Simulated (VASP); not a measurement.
# Sb (Im-3m) in VASP: settings compared, part 2 of 2

VASP 6.6.1.

### Step 4. Relaxation of cell and atoms, PBE0

File POSCAR:

```
Sb
1.0
   -1.8713408863      1.8713408863      1.8713408863
    1.8713408863     -1.8713408863      1.8713408863
    1.8713408863      1.8713408863     -1.8713408863
Sb
1
Direct
    0.0000000000      0.0000000000      0.0000000000
```

File INCAR.step1:

```
SYSTEM = Sb
ALGO = Normal
EDIFF = 1E-5
ENCUT = 600
GGA = PE
ISMEAR = -1
LASPH = .True.
LCHARG = .False.
LREAL = .False.
LWAVE = .True.
NBANDS = 8
NELM = 80
PREC = Accurate
SIGMA = 0.05
```

File INCAR.step2:

```
SYSTEM = Sb
AEXX = 0.25
ALGO = Normal
EDIFF = 1E-6
EDIFFG = -0.01
ENCUT = 600
GGA = PE
IBRION = 2
ISIF = 3
ISMEAR = -1
ISTART = 1
LASPH = .True.
LCHARG = .False.
LHFCALC = .True.
LREAL = .False.
LWAVE = .False.
NELM = 80
NSW = 60
PREC = Accurate
PRECFOCK = Normal
SIGMA = 0.05
```

File KPOINTS:

```
k-points
0
Gamma
  5 5 5
  0 0 0
```

Potentials or basis: VASP PAW PBE potentials, release 64 (Sb).

Run with:

```bash
$ cat potpaw_PBE.64/Sb/POTCAR > POTCAR
$ cp INCAR.step1 INCAR
$ mpirun -np 1 vasp_std > vasp.out
$ cp INCAR.step2 INCAR
$ mpirun -np 1 vasp_std > vasp.out
```

OUTCAR:

```text
SYSTEM = Sb
   AEXX = 0.25
   EDIFF = 1E-6
   EDIFFG = -0.01
   ENCUT = 600
   GGA = PE
   IBRION = 2
   ISIF = 3
   ISMEAR = -1
   ISTART = 1
   LASPH = .True.
   LHFCALC = .True.
   LREAL = .False.
   NELM = 80
   NSW = 60
   PREC = Accurate
   PRECFOCK = Normal

 ion  position               nearest neighbor table
   1  0.000  0.000  0.000-

  LATTYP: Found a body centered cubic cell.
 ALAT       =     3.7426817726

  Lattice vectors:

 A1 = (  -1.8713408863,   1.8713408863,   1.8713408863)
[... 172 lines left out ...]

  FORCE on cell =-STRESS in cart. coord.  units (eV):
  Direction    XX          YY          ZZ          XY          YZ          ZX
  --------------------------------------------------------------------------------------
  -------------------------------------------------------------------------------------
  Total       -0.5633042     -0.5633042     -0.5633042      0.0000000      0.0000000     -0.0000000
  in kB      -34.4298266    -34.4298266    -34.4298266      0.0000000      0.0000000     -0.0000000
  external PRESSURE =     -34.4298266 kB  Pullay stress =       0.0000000 kB
[... 57 lines left out ...]
--------------------------------------- Ionic step        3  -------------------------------------------

 number of electron       5.0000000 magnetization

 Free energy of the ion-electron system (eV)
  ---------------------------------------------------
  ext. energy  EPLUGINS =         0.00000000
  ---------------------------------------------------
  free energy    TOTEN  =        -5.30165401 eV

  energy without entropy =       -5.29523505  energy(sigma->0) =       -5.29844453

 E-fermi :   9.1753     XC(G=0):  -8.3466

 val. band max:        9.0677260773   @ k =   0.2000   0.2000   0.0000
 cond. band min:       9.7404953430   @ k =  -0.4000   0.4000   0.2000
 fundamental gap:      0.6727692657
 Fermi energy:         9.1753075830

 k-point     1 :       0.0000    0.0000    0.0000
  band No.  band energies     occupation
      1      -6.1371      2.00000
      2      16.5026      0.00000
      3      16.5026      0.00000
      4      16.5026      0.00000
      5      21.1243      0.00000
      6      21.1243      0.00000
[... 107 lines left out ...]
  FREE ENERGIE OF THE ION-ELECTRON SYSTEM (eV)
  ---------------------------------------------------
  free  energy   TOTEN  =        -5.3016540144 eV

  energy  without entropy=       -5.2952350517  energy(sigma->0) =       -5.29844453

 reached required accuracy - stopping structural energy minimisation
```

OUTCAR.step1:

```text
SYSTEM = Sb
   EDIFF = 1E-5
   ENCUT = 600
   GGA = PE
   ISMEAR = -1
   LASPH = .True.
   LREAL = .False.
[... 309 lines left out ...]
 -----------------------------------------------------------------------------------
      0.00000      0.00000      0.00000         0.000000     -0.000000      0.000000
 -----------------------------------------------------------------------------------
    total drift:                                0.000000      0.000000     -0.000000

  FREE ENERGIE OF THE ION-ELECTRON SYSTEM (eV)
  ---------------------------------------------------
  free  energy   TOTEN  =        -3.8775005088 eV

  energy  without entropy=       -3.8513808233  energy(sigma->0) =       -3.86444067
```

OSZICAR.step1:

```text
N       E                     dE             d eps       ncg     rms          rms(c)
DAV:   1     0.547690797160E+01    0.54769E+01   -0.17412E+03   160   0.452E+02
DAV:   2    -0.379591183390E+01   -0.92728E+01   -0.90815E+01   232   0.560E+01
DAV:   3    -0.388146906649E+01   -0.85557E-01   -0.83463E-01   192   0.594E+00
DAV:   4    -0.388180327643E+01   -0.33421E-03   -0.33417E-03   216   0.461E-01
DAV:   5    -0.388180401083E+01   -0.73440E-06   -0.73533E-06   224   0.168E-02    0.183E+00
DAV:   6    -0.387890372502E+01    0.29003E-02   -0.21770E-03   184   0.245E-01    0.105E+00
DAV:   7    -0.387747543006E+01    0.14283E-02   -0.45868E-03   184   0.353E-01    0.649E-02
DAV:   8    -0.387749993821E+01   -0.24508E-04   -0.75126E-05   168   0.655E-02    0.531E-03
DAV:   9    -0.387750050884E+01   -0.57063E-06   -0.83252E-07   192   0.690E-03
   1 F= -.38775005E+01 E0= -.38644407E+01  d E =-.261197E-01
```

Wall time 2.6 min (1 thread of Intel Xeon Platinum 8488C (Sapphire Rapids), shared host); peak memory 0.17 GiB.

What came out:

```
Free energy                            : -5.3017 eV
Relaxed volume                         : 25.07 Å³/atom
Relaxed cell                           : a = 3.193 Å, b = 3.193 Å, c = 3.193 Å, α = 109.47°, β = 109.47°, γ = 109.47°
Space group after relaxing (to 0.05 Å) : Im-3m (No. 229)
Energy gained by relaxing              : 12.7 meV/atom
Ionic steps                            : 3
Pressure after relaxing                : 0.0 GPa
```

The path:
| step | energy change (eV) | largest force (eV/Å) | pressure (GPa) | volume (Å³) |
| --- | --- | --- | --- | --- |
| 1 | 0.0000 | 0.0000 | -3.44 | 26.21 |
| 2 | -0.0033 | 0.0000 | 3.38 | 24.13 |
| 3 | -0.0127 | 0.0000 | -0.02 | 25.07 |

Final structure:
```
Sb
1.0
    -1.84370    1.84370    1.84370
     1.84370   -1.84370    1.84370
     1.84370    1.84370   -1.84370
Sb
1
Direct
  0.00000 0.00000 0.00000
```

Caveat: the k points lie up to 0.48 Å⁻¹ apart in the final cell; the PAW data sets were made with another functional, which shifts forces and pressure a little; spin-orbit coupling is left out, which moves the levels of the heavy elements.

### Step 5. Single point, LDA

This run uses another cell than the first one, of 24.64 Å³/atom, 0.940 times its volume.

File INCAR:

```
SYSTEM = Sb
  PREC = Accurate
  ENCUT = 520
  EDIFF = 1E-6
  ISMEAR = -1
  SIGMA = 0.05
  LREAL = .False.
  LASPH = .True.
  NELM = 80
  ALGO = Normal
  ISIF = 2
  LWAVE = .False.
  LCHARG = .True.
  GGA = CA
  LELF = .True.
  LVHAR = .True.
  NBANDS = 8
```

File KPOINTS:

```
regular mesh
0
Gamma
  10 10 10
  0 0 0
```

File POSCAR:

```
Sb
1.0
   -1.8331395369      1.8331395369      1.8331395369
    1.8331395369     -1.8331395369      1.8331395369
    1.8331395369      1.8331395369     -1.8331395369
Sb
1
Direct
    0.0000000000      0.0000000000      0.0000000000
```

Potentials or basis: VASP PAW LDA potentials, release 64 (Sb).

Run with:

```bash
$ cat potpaw_LDA.64/Sb/POTCAR > POTCAR
$ mpirun -np 1 vasp_std > vasp.out
```

It took 2.9 s on 1 thread of Intel Xeon 6975P-C, shared host; peak memory 0.13 GiB.

The run converged. Its results:

```
Free energy : -4.6019 eV
Pressure    : 3.5 GPa
```

Levels at points of the mesh, in eV from the Fermi level:
| k point | band 1 | band 2 | band 3 | band 4 | band 5 | band 6 | band 7 | band 8 |
| --- | --- | --- | --- | --- | --- | --- | --- | --- |
| (0.00, 0.00, 0.00) | -13.57 | 6.13 | 6.13 | 6.13 | 10.63 | 10.63 | 10.63 | 11.95 |
| (0.50, 0.00, 0.00) | -9.01 | -6.12 | 1.86 | 4.00 | 6.74 | 7.02 | 14.38 | 14.98 |
| (0.50, 0.50, 0.50) | -5.25 | -2.19 | -2.19 | -2.19 | 2.86 | 2.86 | 16.91 | 16.91 |

Caveat: spin-orbit coupling is left out, which moves the levels of the heavy elements.

### Step 6. Single point, LDA

This run uses another cell than the first one, of 25.16 Å³/atom, 0.960 times its volume.

File INCAR:

```
SYSTEM = Sb
PREC = Accurate
ENCUT = 520
EDIFF = 1E-7
ISMEAR = -1
SIGMA = 0.05
LREAL = .FALSE.
LASPH = .TRUE.
NELM = 100
ALGO = Normal
ISIF = 2
LWAVE = .FALSE.
LCHARG = .FALSE.
GGA = CA
NBANDS = 8
```

File KPOINTS:

```
Automatic mesh
0
G
  10 10 10
  0 0 0
```

File POSCAR:

```
Sb
1.0
   -1.8460493956      1.8460493956      1.8460493956
    1.8460493956     -1.8460493956      1.8460493956
    1.8460493956      1.8460493956     -1.8460493956
Sb
1
Direct
    0.0000000000      0.0000000000      0.0000000000
```

Potentials or basis: VASP PAW LDA potentials, release 64 (Sb).

Run with:

```bash
$ cat potpaw_LDA.64/Sb/POTCAR > POTCAR
$ mpirun -np 1 vasp_std > vasp.out
```

Run time: 2.8 s. Hardware: 1 thread of Intel Xeon 6975P-C, shared host; peak memory 0.13 GiB.

It converged, with:

- Free energy: -4.6106 eV
- Pressure: 1.8 GPa

Levels at points of the mesh, in eV from the Fermi level:
```
           k point  band 1  band 2  band 3  band 4  band 5  band 6
(0.00, 0.00, 0.00)  -13.39    5.95    5.95    5.95   10.56   10.56
(0.50, 0.00, 0.00)   -8.97   -5.98    1.82    3.93    6.66    6.99
(0.50, 0.50, 0.50)   -5.35   -2.14   -2.14   -2.14    2.91    2.91
```

Caveat: spin-orbit coupling is left out, which moves the levels of the heavy elements.

### Step 7. The runs side by side

```csv
task,level,potentials or basis,spin,cell,k mesh,cutoff (eV),grid for exact exchange (PRECFOCK),screening parameter,gap on the mesh (eV),pressure (GPa),moment (μB)
single point,PBE0,"VASP PAW PBE potentials, release 64 (Sb)","non-collinear, zero start, SOC","a = 3.241 Å, angles 109.5°, 1 atom",4 × 4 × 4,520,Normal,-,-,-4.0,0.05
single point,HSE06,"VASP PAW PBE potentials, release 64 (Sb)","non-collinear, zero start, SOC","a = 3.241 Å, angles 109.5°, 1 atom",4 × 4 × 4,520,Normal,0.2079 1/Å,-,-3.7,0.00
relaxation of cell and atoms,PBE0,"VASP PAW PBE potentials, release 64 (Sb)",off,"relaxed from a = 3.241 Å, angles 109.5°, 1 atom",5 × 5 × 5,600,Normal,-,none,0.0,-
single point,LDA,"VASP PAW LDA potentials, release 64 (Sb)",off,"a = 3.175 Å, angles 109.5°, 1 atom",10 × 10 × 10,520,-,-,none,3.5,-
single point,LDA,"VASP PAW LDA potentials, release 64 (Sb)",off,"a = 3.197 Å, angles 109.5°, 1 atom",10 × 10 × 10,520,-,-,none,1.8,-
```

Alike in all rows: smearing fermi-dirac 0.05 eV.

Caveats: some runs use coarse meshes; the PAW data sets were made with another functional, which shifts forces and pressure a little (some runs); spin-orbit coupling is left out, which moves the levels of the heavy elements (some runs).

Absolute energies hang on the potentials; compare differences alone.
